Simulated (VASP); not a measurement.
# Fe3Co (P4/mmm) in VASP: further runs, part 2 of 2

VASP 6.6.1. The steps go on from the part before.

## (4) Single point, LDA, collinear spin, ferromagnetic start

This run uses another cell than the first one, of 10.54 Å³/atom.

INCAR reads:

```
SYSTEM = Fe3Co
PREC = Accurate ; ENCUT = 520
EDIFF = 1E-6 ; ISMEAR = 0
SIGMA = 0.15 ; LREAL = .False.
LASPH = .True. ; NELM = 150
ALGO = Normal ; ISIF = 2
LWAVE = .False. ; LCHARG = .False.
ISPIN = 2 ; MAGMOM = 2.34 2.66 2.66 1.9
LORBIT = 11 ; LMAXMIX = 4
NBANDS = 28
```

KPOINTS reads:

```
Automatic mesh
0
Gamma
  10 10 14
  0 0 0
```

POSCAR reads:

```
Fe3Co
1.0
    3.9780000000      0.0000000000      0.0000000000
    0.0000000000      3.9780000000      0.0000000000
    0.0000000000      0.0000000000      2.6642000000
Fe Co
3 1
Direct
    0.5000000000      0.5000000000      0.0000000000
    0.5000000000      0.0000000000      0.5000000000
    0.0000000000      0.5000000000      0.5000000000
    0.0000000000      0.0000000000      0.0000000000
```

On the command line:

```bash
$ cat potpaw_LDA.64/Fe/POTCAR potpaw_LDA.64/Co/POTCAR > POTCAR
$ mpirun -np 1 vasp_std > vasp.out
```

Run time: 8.1 min. Hardware: 1 thread of Intel Xeon 8259CL, shared host; peak memory 0.37 GiB.

It converged, with:

```yaml
Free_energy: -35.6898 eV
Pressure: -0.8 GPa
Net_moment: 8.47 μB per cell
Site_moments: Fe +2.06, +2.34 (each value once); Co +1.62 μB
Valence_electrons_inside_the_program's_atomic_spheres: Fe 7.46, 7.40 (each value once); Co 8.41
```

Stress tensor (GPa, compression positive):
```
-3.52  0.00  0.00
 0.00 -3.52  0.00
 0.00  0.00  4.57
```

Levels at points of the mesh, in eV from the Fermi level:
Spin up:
```
           k point  band 19  band 20  band 21  band 22  band 23  band 24
(0.00, 0.00, 0.00)    -0.15    -0.15     0.02     0.35     0.35     7.18
(0.50, 0.00, 0.00)    -1.11    -0.95    -0.17     0.30     4.68     4.72
(0.50, 0.50, 0.00)    -1.25    -1.25    -0.26    -0.04     0.01     0.01
(0.00, 0.00, 0.50)    -1.01    -0.79     0.58     0.68     8.56     8.60
(0.50, 0.00, 0.50)    -0.45    -0.28     2.16     2.35     2.49     2.57
(0.50, 0.50, 0.50)     0.28     0.28     0.34     0.34     0.48     0.50
```
Spin down:
| k point | band 9 | band 10 | band 11 | band 12 | band 13 | band 14 | band 15 | band 16 |
| --- | --- | --- | --- | --- | --- | --- | --- | --- |
| (0.00, 0.00, 0.00) | -0.80 | -0.80 | 0.23 | 0.23 | 0.32 | 0.62 | 0.68 | 0.95 |
| (0.50, 0.00, 0.00) | -1.24 | -1.23 | -0.74 | -0.12 | -0.03 | 0.16 | 0.34 | 0.51 |
| (0.50, 0.50, 0.00) | -1.20 | -0.69 | -0.69 | -0.42 | -0.42 | -0.39 | -0.06 | -0.04 |
| (0.00, 0.00, 0.50) | -1.64 | -1.27 | -0.81 | -0.81 | -0.48 | -0.48 | 0.16 | 0.62 |
| (0.50, 0.00, 0.50) | -2.03 | -1.65 | -1.59 | -1.55 | 0.30 | 0.65 | 0.91 | 0.96 |
| (0.50, 0.50, 0.50) | 0.38 | 0.56 | 0.70 | 0.74 | 0.74 | 0.91 | 1.05 | 1.05 |

## (5) Single point, LDA, collinear spin, ferromagnetic start

This run uses another cell than the first one, of 10.35 Å³/atom.

INCAR reads:

```
SYSTEM = Fe3Co
PREC     = Accurate       ! precision mode
ENCUT    = 520            ! plane-wave cutoff, eV
EDIFF    = 1E-6           ! SCF threshold, eV
ISMEAR   = 0              ! smearing method
SIGMA    = 0.15           ! smearing width, eV
LREAL    = .False.        ! projectors in reciprocal space
LASPH    = .True.         ! aspherical terms in the spheres
NELM     = 150            ! most SCF steps
ALGO     = Normal         ! electronic algorithm
ISIF     = 2              ! what is computed and relaxed
LWAVE    = .False.        ! write WAVECAR
LCHARG   = .True.         ! write CHGCAR
ISPIN    = 2              ! spin polarisation
MAGMOM   = 2.34 2.66 2.66 1.9 ! initial moments
LORBIT   = 11             ! projections on sites
LMAXMIX  = 4              ! l up to which the mixer works
GGA      = CA             ! functional
LELF     = .True.         ! ELF
LVHAR    = .True.       
NBANDS   = 28             ! bands
```

KPOINTS is that of step 4.

POSCAR reads:

```
Fe3Co
1.0
    3.7824000000      0.0000000000      0.0000000000
    0.0000000000      3.7824000000      0.0000000000
    0.0000000000      0.0000000000      2.8938000000
Fe Co
3 1
Direct
    0.5000000000      0.5000000000      0.0000000000
    0.5000000000      0.0000000000      0.5000000000
    0.0000000000      0.5000000000      0.5000000000
    0.0000000000      0.0000000000      0.0000000000
```

On the command line:

```bash
$ cat potpaw_LDA.64/Fe/POTCAR potpaw_LDA.64/Co/POTCAR > POTCAR
$ mpirun -np 1 vasp_std > vasp.out
```

It took 9.2 min on 1 thread of Intel Xeon 8259CL, shared host; peak memory 0.37 GiB.

Results (log left out):

| Property | Result |
| --- | --- |
| Free energy | -35.6425 eV |
| Pressure | 2.9 GPa |
| Net moment | 8.17 μB per cell |
| Site moments | Fe +1.97, +2.26 (each value once); Co +1.58 μB |
| Valence electrons inside the program's atomic spheres | Fe 7.49, 7.45 (each value once); Co 8.45 |

Stress tensor (GPa, compression positive):
```
 6.06  0.00  0.00
 0.00  6.06  0.00
 0.00  0.00 -3.36
```

Levels at points of the mesh, in eV from the Fermi level:
Spin up:
| k point | band 17 | band 18 | band 19 | band 20 | band 21 | band 22 | band 23 | band 24 | band 25 | band 26 |
| --- | --- | --- | --- | --- | --- | --- | --- | --- | --- | --- |
| (0.00, 0.00, 0.00) | -0.07 | -0.07 | -0.06 | 0.51 | 0.51 | 0.67 | 0.67 | 8.15 | 8.36 | 8.51 |
| (0.50, 0.00, 0.00) | -1.34 | -1.22 | -0.99 | -0.95 | -0.03 | 0.47 | 5.95 | 6.01 | 8.80 | 9.17 |
| (0.50, 0.50, 0.00) | -1.41 | -1.37 | -1.37 | -1.37 | 0.37 | 0.52 | 0.63 | 0.63 | 16.05 | 16.45 |
| (0.00, 0.00, 0.50) | -1.26 | -1.03 | -0.79 | -0.68 | -0.34 | -0.33 | 8.78 | 8.78 | 8.82 | 8.82 |
| (0.50, 0.00, 0.50) | -1.07 | -1.05 | -1.04 | -0.88 | 2.01 | 2.08 | 2.36 | 2.41 | 11.50 | 11.51 |
| (0.50, 0.50, 0.50) | -0.17 | -0.02 | -0.02 | 0.05 | 0.08 | 0.26 | 0.26 | 0.51 | 7.28 | 7.63 |
Spin down:
| k point | band 10 | band 11 | band 12 | band 13 | band 14 | band 15 |
| --- | --- | --- | --- | --- | --- | --- |
| (0.00, 0.00, 0.00) | -0.66 | 0.42 | 0.84 | 1.06 | 1.06 | 1.33 |
| (0.50, 0.00, 0.00) | -1.30 | -0.95 | -0.81 | 0.15 | 0.23 | 0.52 |
| (0.50, 0.50, 0.00) | -1.25 | -1.04 | -0.76 | -0.76 | -0.23 | -0.23 |
| (0.00, 0.00, 0.50) | -1.66 | -0.54 | -0.54 | -0.16 | -0.16 | 0.36 |
| (0.50, 0.00, 0.50) | -1.79 | -1.76 | -1.69 | 0.21 | 0.41 | 0.62 |
| (0.50, 0.50, 0.50) | 0.20 | 0.34 | 0.34 | 0.35 | 0.50 | 0.61 |

## (6) Single point, LDA, collinear spin, ferromagnetic start

This run uses another cell than the first one, of 10.37 Å³/atom.

INCAR reads:

```
PREC = Accurate ; ENCUT = 520
EDIFF = 1E-6 ; ISMEAR = 0
SIGMA = 0.15 ; LREAL = F
LASPH = T ; NELM = 150
ALGO = Fast ; ISIF = 2
LWAVE = F ; LCHARG = F
ISPIN = 2 ; MAGMOM = 2.34 2.66 2.66 1.9
LORBIT = 11 ; LMAXMIX = 4
NBANDS = 28
```

KPOINTS reads:

```
Automatic mesh
0
Gamma
  10 10 14
```

POSCAR reads:

```
Fe3Co
1.0
    3.8476000000      0.0000000000      0.0000000000
    0.0000000000      3.8476000000      0.0000000000
    0.0000000000      0.0000000000      2.8020000000
Fe Co
3 1
Direct
    0.5000000000      0.5000000000      0.0000000000
    0.5000000000      0.0000000000      0.5000000000
    0.0000000000      0.5000000000      0.5000000000
    0.0000000000      0.0000000000      0.0000000000
```

Potentials or basis: VASP PAW LDA potentials, release 64 (Fe, Co).

On the command line:

```bash
$ cat potpaw_LDA.64/Fe/POTCAR potpaw_LDA.64/Co/POTCAR > POTCAR
$ mpirun -np 1 vasp_std > vasp.out
```

Wall time 10 min (1 thread of Intel Xeon 8259CL, shared host); peak memory 0.37 GiB.

It converged, with:

```
Free energy                                           : -35.7072 eV
Pressure                                              : 3.0 GPa
Net moment                                            : 8.37 μB per cell
Site moments                                          : Fe +2.02, +2.31 (each value once); Co +1.62 μB
Valence electrons inside the program's atomic spheres : Fe 7.49, 7.44 (each value once); Co 8.45
```

Stress tensor (GPa, compression positive):
```
 4.58  0.00  0.00
 0.00  4.58  0.00
 0.00  0.00 -0.28
```

Levels at points of the mesh, in eV from the Fermi level:
Spin up:
```
           k point  band 17  band 18  band 19  band 20  band 21  band 22  band 23  band 24  band 25  band 26
(0.00, 0.00, 0.00)    -0.15    -0.15    -0.04     0.34     0.34     0.45     0.45     7.94     8.08     9.37
(0.50, 0.00, 0.00)    -1.36    -1.21    -1.14    -0.97    -0.11     0.41     5.47     5.52     8.32     8.70
(0.50, 0.50, 0.00)    -1.44    -1.39    -1.36    -1.36     0.12     0.30     0.38     0.38    16.91    17.33
(0.00, 0.00, 0.50)    -1.27    -0.96    -0.94    -0.83    -0.02     0.02     8.84     8.84     8.87     8.87
(0.50, 0.00, 0.50)    -1.11    -0.98    -0.85    -0.65     2.05     2.16     2.40     2.47    11.36    11.37
(0.50, 0.50, 0.50)    -0.07     0.03     0.07     0.07     0.20     0.27     0.27     0.52     7.37     7.74
```
Spin down:
```
           k point  band 10  band 11  band 12  band 13  band 14  band 15
(0.00, 0.00, 0.00)    -0.90     0.54     0.67     0.73     0.73     1.11
(0.50, 0.00, 0.00)    -1.12    -1.08    -0.57     0.08     0.31     0.46
(0.50, 0.50, 0.00)    -1.06    -1.06    -0.52    -0.51    -0.31    -0.31
(0.00, 0.00, 0.50)    -1.54    -0.64    -0.64    -0.28    -0.28     0.27
(0.50, 0.00, 0.50)    -1.76    -1.76    -1.68     0.37     0.46     0.63
(0.50, 0.50, 0.50)     0.29     0.42     0.46     0.46     0.63     0.85
```

## (7) Single point, LDA, collinear spin, ferromagnetic start

This run uses another cell than the first one, of 10.02 Å³/atom.

INCAR reads:

```
ALGO = Normal ; EDIFF = 1E-6
ENCUT = 520 ; ISIF = 2
ISMEAR = 0 ; ISPIN = 2
LASPH = T ; LCHARG = F
LMAXMIX = 4 ; LORBIT = 11
LREAL = F ; LWAVE = F
MAGMOM = 2.34 2.66 2.66 1.9 ; NBANDS = 28
NELM = 150 ; PREC = Accurate
SIGMA = 0.15
```

KPOINTS reads:

```
k-points
0
Gamma
  10 10 14
```

POSCAR reads:

```
Fe3Co
1.0
    3.9128358000      0.0000000000      0.0000000000
    0.0000000000      3.9128358000      0.0000000000
    0.0000000000      0.0000000000      2.6182000000
Fe Co
3 1
Direct
    0.5000000000      0.5000000000      0.0000000000
    0.5000000000      0.0000000000      0.5000000000
    0.0000000000      0.5000000000      0.5000000000
    0.0000000000      0.0000000000      0.0000000000
```

Potentials or basis: VASP PAW LDA potentials, release 64 (Fe, Co).

On the command line:

```bash
$ cat potpaw_LDA.64/Fe/POTCAR potpaw_LDA.64/Co/POTCAR > POTCAR
$ mpirun -np 1 vasp_std > vasp.out
```

OUTCAR:

```text
EDIFF = 1E-6
   ENCUT = 520
   ISIF = 2
   ISMEAR = 0
   ISPIN = 2
   LASPH = T
   LORBIT = 11
   LREAL = F
   NELM = 150
   PREC = Accurate

 ion  position               nearest neighbor table
   1  0.500  0.500  0.000-   2 2.35   3 2.35   2 2.35   3 2.35   2 2.35   2 2.35   3 2.35   3 2.35
                             4 2.77   4 2.77   4 2.77   4 2.77
   2  0.500  0.000  0.500-   1 2.35   4 2.35   1 2.35   4 2.35   1 2.35   1 2.35   4 2.35   4 2.35
                             3 2.77   3 2.77   3 2.77   3 2.77
   3  0.000  0.500  0.500-   1 2.35   4 2.35   1 2.35   4 2.35   4 2.35   4 2.35   1 2.35   1 2.35
                             2 2.77   2 2.77   2 2.77   2 2.77
   4  0.000  0.000  0.000-   2 2.35   3 2.35   2 2.35   3 2.35   3 2.35   3 2.35   2 2.35   2 2.35
                             1 2.77   1 2.77   1 2.77   1 2.77

  LATTYP: Found a simple tetragonal cell.
 ALAT       =     3.9128358000
 C/A-ratio  =     0.6691310686
[... 1704 lines left out ...]

  FORCE on cell =-STRESS in cart. coord.  units (eV):
  Direction    XX          YY          ZZ          XY          YZ          ZX
  --------------------------------------------------------------------------------------
  -------------------------------------------------------------------------------------
  Total        2.2358408      2.2358408      4.1403267      0.0000000     -0.0000000      0.0000000
  in kB       89.3645731     89.3645731    165.4851891      0.0000000     -0.0000000      0.0000000
  external PRESSURE =     114.7381118 kB  Pullay stress =       0.0000000 kB

 VOLUME and BASIS-vectors are now :
 -----------------------------------------------------------------------------
  energy-cutoff  :      520.00
  volume of cell :       40.09
      direct lattice vectors                 reciprocal lattice vectors
     3.912835800  0.000000000  0.000000000     0.255569119  0.000000000  0.000000000
     0.000000000  3.912835800  0.000000000     0.000000000  0.255569119  0.000000000
     0.000000000  0.000000000  2.618200000     0.000000000  0.000000000  0.381941792

 POSITION                                       TOTAL-FORCE (eV/Angst)
 -----------------------------------------------------------------------------------
      1.95642      1.95642      0.00000         0.000000      0.000000      0.000000
      1.95642      0.00000      1.30910         0.000000      0.000000      0.000000
      0.00000      1.95642      1.30910         0.000000      0.000000      0.000000
      0.00000      0.00000      0.00000         0.000000      0.000000      0.000000
 -----------------------------------------------------------------------------------
    total drift:                                0.000000      0.000000     -0.000000

  FREE ENERGIE OF THE ION-ELECTRON SYSTEM (eV)
  ---------------------------------------------------
  free  energy   TOTEN  =       -35.6214022834 eV

  energy  without entropy=      -35.5648001918  energy(sigma->0) =      -35.59310124

 total charge

# of ion       s       p       d       tot
------------------------------------------
    1        0.544   0.639   6.392   7.575
    2        0.538   0.645   6.345   7.528
    3        0.538   0.645   6.345   7.528
    4        0.543   0.634   7.345   8.522
--------------------------------------------------
tot          2.163   2.563  26.428  31.154

 magnetization (x)

# of ion       s       p       d       tot
------------------------------------------
    1       -0.004  -0.025   1.937   1.908
    2       -0.006  -0.028   2.214   2.180
    3       -0.006  -0.028   2.214   2.180
    4       -0.012  -0.035   1.582   1.535
--------------------------------------------------
tot         -0.029  -0.115   7.946   7.802
```

Wall time 10 min (1 thread of Intel Xeon 8259CL, shared host); peak memory 0.36 GiB.

What came out:

| Quantity | Value |
| --- | --- |
| Free energy | -35.6214 eV |
| Pressure | 11.5 GPa |
| Net moment | 7.93 μB per cell |
| Site moments | Fe +1.91, +2.18 (each value once); Co +1.53 μB |
| Valence electrons inside the program's atomic spheres | Fe 7.58, 7.53 (each value once); Co 8.52 |

Stress tensor (GPa, compression positive):
```
 8.94  0.00  0.00
 0.00  8.94  0.00
 0.00  0.00 16.55
```

Caveat: the cell stands under pressure.

## (8) The runs side by side

| cell | gap on the mesh (eV) | pressure (GPa) | moment (μB) |
| --- | --- | --- | --- |
| a = 3.848, b = 3.848, c = 2.664 Å, 4 atoms | none | 16.5 | 7.88 |
| a = 3.717, b = 3.717, c = 2.802 Å, 4 atoms | none | 20.8 | 7.34 |
| a = 3.978, b = 3.978, c = 2.664 Å, 4 atoms | none | -0.8 | 8.47 |
| a = 3.782, b = 3.782, c = 2.894 Å, 4 atoms | none | 2.9 | 8.17 |
| a = 3.848, b = 3.848, c = 2.802 Å, 4 atoms | none | 3.0 | 8.37 |
| a = 3.913, b = 3.913, c = 2.618 Å, 4 atoms | none | 11.5 | 7.93 |

Alike in all rows: task single point; level LDA; potentials or basis VASP PAW LDA potentials, release 64 (Fe, Co); spin collinear, ferromagnetic start; k mesh 10 × 10 × 14; cutoff (eV) 520; smearing gaussian 0.15 eV.

Caveats: the cell stands under pressure (at least some runs).

Total energies depend on the potentials used, so only differences within one code and one set of settings carry meaning.
